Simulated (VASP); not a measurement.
# W (Im-3m) in VASP: relaxation of cell and atoms with PBE

Aim: the relaxation of cell and atoms of W with PBE.

All numbers are computed with VASP 6.6.1; they aren't measurements. Logs are shortened: lines on timing, memory, paths and dates and some standing lists are left out, and cuts for length are marked.

### 1 The cell of the first run

It takes space group Im-3m (No. 229, cubic). Conventional cell: a = 3.180 Å, b = 3.180 Å, c = 3.180 Å, α = 90.00°, β = 90.00°, γ = 90.00°. W (site symmetry m-3m) has 14 W at 2.75 to 3.18 Å within 3.6 Å.

### 2 Relaxation of cell and atoms, PBE

Input file INCAR:

```
SYSTEM = W
PREC     = Accurate       ! precision mode
ENCUT    = 600            ! plane-wave cutoff, eV
EDIFF    = 1E-6           ! SCF threshold, eV
ISMEAR   = 0              ! smearing method
SIGMA    = 0.3            ! smearing width, eV
LREAL    = .False.        ! projectors in reciprocal space
LASPH    = .True.         ! aspherical terms in the spheres
NELM     = 80             ! most SCF steps
ALGO     = Normal         ! electronic algorithm
ISIF     = 3              ! what is computed and relaxed
LWAVE    = .False.        ! write WAVECAR
LCHARG   = .False.        ! write CHGCAR
GGA      = PE             ! functional
IBRION   = 2              ! ionic algorithm
NSW      = 80             ! ionic steps
EDIFFG   = -0.005         ! ionic threshold
```

Input file KPOINTS:

```
regular mesh
0
Gamma
  24 24 24
  0 0 0
```

Input file POSCAR:

```
W
1.0
   -1.5900000000      1.5900000000      1.5900000000
    1.5900000000     -1.5900000000      1.5900000000
    1.5900000000      1.5900000000     -1.5900000000
W
1
Direct
    0.0000000000      0.0000000000      0.0000000000
```

Potentials or basis: VASP PAW PBE potentials, release 64 (W_sv).

The run is started by

```sh
cat potpaw_PBE.64/W_sv/POTCAR > POTCAR
mpirun -np 1 vasp_std > vasp.out
```

OUTCAR:

```text
SYSTEM = W
   PREC = Accurate
   ENCUT = 600
   EDIFF = 1E-6
   ISMEAR = 0
   LREAL = .False.
   LASPH = .True.
   NELM = 80
   ISIF = 3
   GGA = PE
   IBRION = 2
   NSW = 80
   EDIFFG = -0.005

 ion  position               nearest neighbor table
   1  0.000  0.000  0.000-

  LATTYP: Found a body centered cubic cell.
 ALAT       =     3.1800000000

  Lattice vectors:

 A1 = (  -1.5900000000,   1.5900000000,   1.5900000000)
 A2 = (   1.5900000000,  -1.5900000000,   1.5900000000)
 A3 = (   1.5900000000,   1.5900000000,  -1.5900000000)

Analysis of symmetry for initial positions (statically):
=====================================================================
 Subroutine PRICEL returns:
 Original cell was already a primitive cell.

 Routine SETGRP: Setting up the symmetry group for a
 body centered cubic supercell.

 Subroutine GETGRP returns: Found 48 space group operations
[... 9 lines left out ...]

 Routine SETGRP: Setting up the symmetry group for a
 body centered cubic supercell.

 Subroutine GETGRP returns: Found 48 space group operations
[... 11 lines left out ...]
                                     Primitive cell

  volume of cell :      16.0787

  direct lattice vectors                    reciprocal lattice vectors
    -1.590000000  1.590000000  1.590000000     0.000000000  0.314465409  0.314465409
     1.590000000 -1.590000000  1.590000000     0.314465409  0.000000000  0.314465409
     1.590000000  1.590000000 -1.590000000     0.314465409  0.314465409  0.000000000

  length of vectors
     2.753960784  2.753960784  2.753960784     0.444721246  0.444721246  0.444721246

  position of ions in fractional coordinates (direct lattice)
     0.000000000  0.000000000  0.000000000

  ion indices of the primitive-cell ions
   primitive index   ion index
                 1           1

----------------------------------------------------------------------------------------

 KPOINTS: regular mesh

Automatic generation of k-mesh.
 Grid dimensions read from file:
 generate k-points for:   24   24   24

 Generating k-lattice:

  Cartesian coordinates                     Fractional coordinates (reciprocal lattice)
     0.000000000  0.013102725  0.013102725     0.041666667  0.000000000  0.000000000
     0.013102725  0.000000000  0.013102725     0.000000000  0.041666667  0.000000000
     0.013102725  0.013102725  0.000000000     0.000000000  0.000000000  0.041666667

  Length of vectors
     0.018530052  0.018530052  0.018530052

  Shift w.r.t. Gamma in fractional coordinates (k-lattice)
     0.000000000  0.000000000  0.000000000

 Subroutine IBZKPT returns following result:
 ===========================================

 Found    413 irreducible k-points:

 Following reciprocal coordinates:
            Coordinates               Weight
  0.000000  0.000000  0.000000      1.000000
  0.041667  0.000000  0.000000     12.000000
  0.083333  0.000000  0.000000     12.000000
  0.125000  0.000000  0.000000     12.000000
  0.166667  0.000000  0.000000     12.000000
  0.208333  0.000000  0.000000     12.000000
[... 16 lines left out ...]
  0.416667  0.041667  0.000000     48.000000
  0.458333  0.041667  0.000000     48.000000
 [... further k-points ...]
   k-points           NKPTS =    413   k-points in BZ     NKDIM =    413   number of bands    NBANDS=     11
   number of dos      NEDOS =    301   number of ions     NIONS =      1
   total plane-waves  NPLWV =  13824
   dimension x,y,z NGX =    24 NGY =   24 NGZ =   24
   dimension x,y,z NGXF=    48 NGYF=   48 NGZF=   48
   ions per type =               1
   NGX,Y,Z   is equivalent  to a cutoff of  14.49, 14.49, 14.49 a.u.
   NGXF,Y,Z  is equivalent  to a cutoff of  28.98, 28.98, 28.98 a.u.
 SYSTEM =  W
   PREC   = accura    normal or accurate (medium, high low for compatibility)
   ISTART =      0    job   : 0-new  1-cont  2-samecut
   ICHARG =      2    charge: 1-file 2-atom 10-const
   ISPIN  =      1    spin polarized calculation?
   LNONCOLLINEAR =      F non collinear calculations
   LSORBIT =      F    spin-orbit coupling
   LASPH  =      T    aspherical Exc in radial PAW
   ENCUT  =  600.0 eV  44.10 Ry    6.64 a.u.   5.50  5.50  5.50*2*pi/ulx,y,z
   NELM   =     80;   NELMIN=  2; NELMDL= -5     # of ELM steps
   EDIFF  = 0.1E-05   stopping-criterion for ELM
   LREAL  =      F    real-space projection
   EDIFFG = -.5E-02   stopping-criterion for IOM
   NSW    =     80    number of steps for IOM
   IBRION =      2    ionic relax: 0-MD 1-quasi-New 2-CG
   NFREE  =      1    steps in history (QN), initial steepest desc. (CG)
   ISIF   =      3    stress and relaxation
   ISYM   =      2    0-nonsym 1-usesym 2-fastsym
   POTIM  = 0.5000    time-step for ionic-motion
   TEBEG  =    0.0;   TEEND  =   0.0 temperature during run
   PSTRESS=    0.0 pullay stress
   NELECT =      14.0000    total number of electrons
   NUPDOWN=      -1.0000    fix difference up-down
   EMIN   =  10.00;   EMAX   =-10.00  energy-range for DOS
   EFERMI =   0.00;   METHOD = LEGACY
   ISMEAR =     0;   SIGMA  =   0.30  broadening in eV -4-tet -1-fermi 0-gaus
   EFERMI_NEDOS =   21; number of points for ismear=-14 and -15
   IALGO  =     38    algorithm
   IMIX   =      4    mixing-type and parameters
     AMIX     =   0.40;   BMIX     =  1.00
     AMIX_MAG =   1.60;   BMIX_MAG =  1.00
  volume/ion in A,a.u.               =      16.08       108.50
  Fermi-wavevector in a.u.,A,eV,Ry     =   1.563269  2.954150 33.250054  2.443810
  Thomas-Fermi vector in A             =   2.666065
   LORBIT       =      0    0 simple, 1 ext, 2 COOP (PROOUT), +10 PAW based schemes
   GGA     = PE    functional components
   LHFCALC =     F    Hartree Fock is set to
   AEXX    =    0.0000 exact exchange contribution
   IVDW    =     0    specifies the selected vdW correction
   LEPSILON=     F    determine dielectric tensor
   LRPA    =     F    only Hartree local field effects (RPA)
 conjugate gradient relaxation of ions
 non-spin polarized calculation
 Gauss-broadening in eV      SIGMA  =   0.30
  energy-cutoff  :      600.00
  volume of cell :       16.08
 maximum number of plane-waves:       555
 NGX is ok and might be reduce to    24
   NGX = 11   NGY = 11   NGZ = 11

--------------------------------------- Ionic step        1  -------------------------------------------

 number of electron      14.0000002 magnetization

 Free energy of the ion-electron system (eV)
  ---------------------------------------------------
  ext. energy  EPLUGINS =         0.00000000
  ---------------------------------------------------
  free energy    TOTEN  =       -12.96527479 eV

  energy without entropy =      -12.94512288  energy(sigma->0) =      -12.95519883

------------------------ aborting loop because EDIFF is reached ----------------------------------------

  FORCE on cell =-STRESS in cart. coord.  units (eV):
  Direction    XX          YY          ZZ          XY          YZ          ZX
  --------------------------------------------------------------------------------------
  -------------------------------------------------------------------------------------
  Total        0.1647209      0.1647209      0.1647209     -0.0000000      0.0000000      0.0000000
  in kB       16.4137527     16.4137527     16.4137527     -0.0000000      0.0000000      0.0000000
  external PRESSURE =      16.4137527 kB  Pullay stress =       0.0000000 kB

 VOLUME and BASIS-vectors are now :
 -----------------------------------------------------------------------------
  energy-cutoff  :      600.00
  volume of cell :       16.08
      direct lattice vectors                 reciprocal lattice vectors
    -1.590000000  1.590000000  1.590000000     0.000000000  0.314465409  0.314465409
     1.590000000 -1.590000000  1.590000000     0.314465409  0.000000000  0.314465409
     1.590000000  1.590000000 -1.590000000     0.314465409  0.314465409  0.000000000
[... 36 lines left out ...]
 POSITION                                       TOTAL-FORCE (eV/Angst)
 -----------------------------------------------------------------------------------
      1.60264      1.60264      1.60264        -0.000000      0.000000     -0.000000
 -----------------------------------------------------------------------------------
    total drift:                               -0.000000     -0.000000      0.000000

  FREE ENERGIE OF THE ION-ELECTRON SYSTEM (eV)
  ---------------------------------------------------
  free  energy   TOTEN  =       -12.9605571701 eV

  energy  without entropy=      -12.9401938649  energy(sigma->0) =      -12.95037552

--------------------------------------- Ionic step        3  -------------------------------------------

 number of electron      14.0000002 magnetization

 Free energy of the ion-electron system (eV)
  ---------------------------------------------------
  ext. energy  EPLUGINS =         0.00000000
  ---------------------------------------------------
  free energy    TOTEN  =       -12.96571005 eV

  energy without entropy =      -12.94551361  energy(sigma->0) =      -12.95561183

 E-fermi :  11.1696     XC(G=0): -13.5301

 val. band max:       11.1664239757   @ k =  -0.2500   0.2917   0.1250
 cond. band min:      11.1723233369   @ k =  -0.1667   0.1667   0.0417
 fundamental gap:      0.0058993612
 Fermi energy:        11.1696113647

 k-point     1 :       0.0000    0.0000    0.0000
  band No.  band energies     occupation
      1     -63.0472      2.00000
      2     -26.6372      2.00000
      3     -26.6372      2.00000
      4     -26.6372      2.00000
      5       1.6339      2.00000
      6       9.9653      2.00000
      7       9.9653      2.00000
      8       9.9653      2.00000
      9      13.3774      0.00000
     10      13.3774      0.00000
     11      25.6344      0.00000

 k-point     2 :       0.0417    0.0000    0.0000
  band No.  band energies     occupation
      1     -63.0451      2.00000
      2     -26.6594      2.00000
      3     -26.6442      2.00000
      4     -26.6373      2.00000
      5       1.7165      2.00000
      6       9.9148      2.00000
      7       9.9548      2.00000
      8      10.0445      2.00000
      9      13.2941      0.00000
     10      13.3777      0.00000
     11      25.7059      0.00000
[... 295 lines left out ...]
 k-point    24 :       0.4583    0.0417    0.0000
  band No.  band energies     occupation
      1     -62.9242      2.00000
      2     -27.8328      2.00000
      3     -27.0358      2.00000
      4     -26.6521      2.00000
      5       5.0748      2.00000
      6       7.7106      2.00000
      7      11.5420      0.07919
      8      13.2442      0.00000
      9      14.2967      0.00000
     10      17.1710      0.00000
     11      21.9013      0.00000

 [... further k-points ...]
[... 5 lines left out ...]
  --------------------------------------------------------------------------------------
  -------------------------------------------------------------------------------------
  Total        0.0003291      0.0003291      0.0003291     -0.0000000     -0.0000000      0.0000000
  in kB        0.0326158      0.0326158      0.0326158     -0.0000000     -0.0000000      0.0000000
  external PRESSURE =       0.0326158 kB  Pullay stress =       0.0000000 kB

 VOLUME and BASIS-vectors are now :
 -----------------------------------------------------------------------------
  energy-cutoff  :      600.00
  volume of cell :       16.17
      direct lattice vectors                 reciprocal lattice vectors
    -1.592840273  1.592840273  1.592840273     0.000000000  0.313904670  0.313904670
     1.592840273 -1.592840273  1.592840273     0.313904670  0.000000000  0.313904670
     1.592840273  1.592840273 -1.592840273     0.313904670  0.313904670  0.000000000

 POSITION                                       TOTAL-FORCE (eV/Angst)
 -----------------------------------------------------------------------------------
      0.00000      0.00000      0.00000        -0.000000     -0.000000     -0.000000
 -----------------------------------------------------------------------------------
    total drift:                               -0.000000      0.000000     -0.000000

  FREE ENERGIE OF THE ION-ELECTRON SYSTEM (eV)
  ---------------------------------------------------
  free  energy   TOTEN  =       -12.9657100527 eV

  energy  without entropy=      -12.9455136094  energy(sigma->0) =      -12.95561183

 reached required accuracy - stopping structural energy minimisation
```

It took 44 s on 1 thread of Intel Xeon 6975P-C (Granite Rapids), shared host; peak memory 0.22 GiB.

What came out:

| Quantity | Value |
| --- | --- |
| Free energy | -12.9657 eV |
| Relaxed volume | 16.17 Å³/atom |
| Relaxed cell | a = 2.759 Å, b = 2.759 Å, c = 2.759 Å, α = 109.47°, β = 109.47°, γ = 109.47° |
| Space group after relaxing (to 0.05 Å) | Im-3m (No. 229) |
| Energy gained by relaxing | 0.4 meV/atom |
| Ionic steps | 3 |
| Pressure after relaxing | 0.0 GPa |
| Band gap on the k mesh | zero (band 7 reaches 16.19 eV, above the bottom of band 8 at 9.97 eV) |

Step by step:
| step | energy change (eV) | largest force (eV/Å) | pressure (GPa) | volume (Å³) |
| --- | --- | --- | --- | --- |
| 1 | 0.0000 | 0.0000 | 1.64 | 16.08 |
| 2 | 0.0047 | 0.0000 | -5.40 | 16.47 |
| 3 | -0.0004 | 0.0000 | 0.00 | 16.17 |

Final structure:
```
W
1.0
    -1.59284    1.59284    1.59284
     1.59284   -1.59284    1.59284
     1.59284    1.59284   -1.59284
W
1
Direct
  0.00000 0.00000 0.00000
```

Caveat: spin-orbit coupling is left out, which moves the levels of the heavy elements.
